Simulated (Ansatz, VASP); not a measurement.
## Zr2HS4: VASP beside Ansatz

The input INCAR:

```
SYSTEM = Zr2HS4
PREC = Accurate
ENCUT = 400
EDIFF = 1E-6
ISMEAR = 0
SIGMA = 0.05
LREAL = .FALSE.
LASPH = .TRUE.
NELM = 120
ALGO = Normal
ISIF = 2
LWAVE = .FALSE.
LCHARG = .FALSE.
LDIPOL = .TRUE.
IDIPOL = 3
DIPOL = 0.5 0.5 0.283
GGA = PE
IVDW = 12
NBANDS = 62
GGA_COMPAT = .FALSE.
NELMDL = -8
```

Contents of KPOINTS:

```
Automatic mesh
0
G
  6 6 1
  0 0 0
```

File POSCAR:

```
Zr2HS4
1.0
    7.2976778227      0.0000000000      0.0000000000
   -3.6488389114      6.3199743831      0.0000000000
    0.0000000000      0.0000000000     20.9171506047
S Zr H
8 4 2
Direct
    0.3333333333      0.1666666667      0.1912306354
    0.3333333333      0.6666666667      0.1912306354
    0.8333333333      0.1666666667      0.1912306354
    0.8333333333      0.6666666667      0.1912306354
    0.1666666667      0.3333333333      0.3306927762
    0.1666666667      0.8333333333      0.3306927762
    0.6666666667      0.3333333333      0.3306927762
    0.6666666667      0.8333333333      0.3306927762
    0.0000000000      0.0000000000      0.2609617058
    0.0000000000      0.5000000000      0.2609617058
    0.5000000000      0.0000000000      0.2609617058
    0.5000000000      0.5000000000      0.2609617058
    0.3282564982      0.6565129964      0.4134000260
    0.5050768351      1.0101536703      0.4134000260
```

Input for Ansatz:

```yaml
crystal:
  lattice:
    - [7.2976778227, 0.0, 0.0]
    - [-3.6488389114, 6.3199743831, 0.0]
    - [0.0, 0.0, 20.9171506047]
  atoms:
    - { symbol: S, position: [0.3333333333, 0.1666666667, 0.1912306354] }
    - { symbol: S, position: [0.3333333333, 0.6666666667, 0.1912306354] }
    - { symbol: S, position: [0.8333333333, 0.1666666667, 0.1912306354] }
    - { symbol: S, position: [0.8333333333, 0.6666666667, 0.1912306354] }
    - { symbol: Zr, position: [0.0, 0.0, 0.2609617058] }
    - { symbol: Zr, position: [0.0, 0.5, 0.2609617058] }
    - { symbol: Zr, position: [0.5, 0.0, 0.2609617058] }
    - { symbol: Zr, position: [0.5, 0.5, 0.2609617058] }
    - { symbol: S, position: [0.1666666667, 0.3333333333, 0.3306927762] }
    - { symbol: S, position: [0.1666666667, 0.8333333333, 0.3306927762] }
    - { symbol: S, position: [0.6666666667, 0.3333333333, 0.3306927762] }
    - { symbol: S, position: [0.6666666667, 0.8333333333, 0.3306927762] }
    - { symbol: H, position: [0.3282564982, 0.6565129964, 0.413400026] }
    - { symbol: H, position: [0.5050768351, 1.0101536703, 0.413400026] }
basis:
  ecutwfc: 420
kpoints:
  mp_grid: { grid: [6, 6, 1] }
hamiltonian:
  xc: pbe
  pseudopotentials: { kind: paw, azcp: { folder: soft_1 } }
  dispersion: d3bj
scf:
  occupations: { method: gaussian, width: 0.05 }
output:
  forces: true
  eigenvalues: true
efield:
  axis: 3
  dipole_correction: true
  ramp_width: 0.04
```

Alike in both runs: task single point; functional PBE; dispersion D3(BJ); k mesh 6 × 6 × 1; occupations gaussian, width 0.05 eV; no spin polarisation.

|  | VASP | Ansatz |
| --- | --- | --- |
| version | VASP 6.6.1 | Ansatz 0.2.0 |
| potentials or method | VASP PAW PBE potentials, release 64 (S, Zr_sv, H), cutoff 400 eV | scalar-relativistic, plane waves, PAW |
| valence electrons in the cell | 98 | 98 |

|  | VASP | Ansatz | Ansatz less VASP |
| --- | --- | --- | --- |
| gap on the k mesh at the Fermi level (eV) | 0.54 | 0.53 | -0.001 |
| least direct gap on the mesh (eV) | 0.56 | 0.56 | -0.001 |
| rms of the force components (eV/Å) | 0.335 | 0.334 | -0.0007 |
